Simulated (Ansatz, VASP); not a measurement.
Zr: VASP beside Ansatz

Contents of INCAR:

```
SYSTEM = Zr
PREC = Accurate
ENCUT = 520
EDIFF = 1E-6
ISMEAR = -1
SIGMA = 0.1
LREAL = .False.
LASPH = .True.
NELM = 80
ALGO = Normal
ISIF = 2
LWAVE = .False.
LCHARG = .False.
GGA = RE
NBANDS = 19
```

Contents of KPOINTS:

```
Automatic mesh
0
Gamma
  10 10 10
  0 0 0
```

The input POSCAR:

```
Zr
1.0
    0.0000000000      3.1739944622      3.1739944622
    3.1739944622      0.0000000000      3.1739944622
    3.1739944622      3.1739944622      0.0000000000
Zr
2
Direct
    0.1250000000      0.1250000000      0.1250000000
    0.8750000000      0.8750000000      0.8750000000
```

Input for Ansatz:

```yaml
crystal:
  lattice:
    - [0.0, 3.1739944622, 3.1739944622]
    - [3.1739944622, 0.0, 3.1739944622]
    - [3.1739944622, 3.1739944622, 0.0]
  atoms:
    - { symbol: Zr, position: [0.125, 0.125, 0.125] }
    - { symbol: Zr, position: [0.875, 0.875, 0.875] }
hamiltonian:
  xc: revpbe
  pseudopotentials:
    kind: paw
    azcp:
      Zr: "pseudopotentials/Zr.paw.azcp"
basis:
  ecutwfc: 420
  fft_grid_basis: typed
kpoints:
  mp_grid: { grid: [10, 10, 10], shift: [0, 0, 0] }
magnetization:
  spin_polarized: false
scf:
  occupations: { method: fermi_dirac, width: 0.1 }
  lower_state_search: "off"
output:
  stress: true
  write_density: true
  write_potential: true
  elf: true
  volumetric_format: npy
```

Alike in both runs: task single point; functional revPBE; k mesh 10 × 10 × 10; occupations fermi-dirac, width 0.1 eV; no spin polarisation.

|  | VASP | Ansatz |
| --- | --- | --- |
| version | VASP 6.6.1 | Ansatz 0.2.0 |
| potentials or method | VASP PAW PBE potentials, release 64 (Zr_sv), cutoff 520 eV | plane waves (420 eV) with PAW, scalar-relativistic |
| valence electrons in the cell | 24 | 24 |

|  | VASP | Ansatz | Ansatz less VASP |
| --- | --- | --- | --- |
| pressure (GPa) | 0.1 | 0.0 | -0.06 |

VASP's potentials were made for PBE, not for revPBE. With one functional, cell and mesh, what is left measures potentials, basis and numerics.
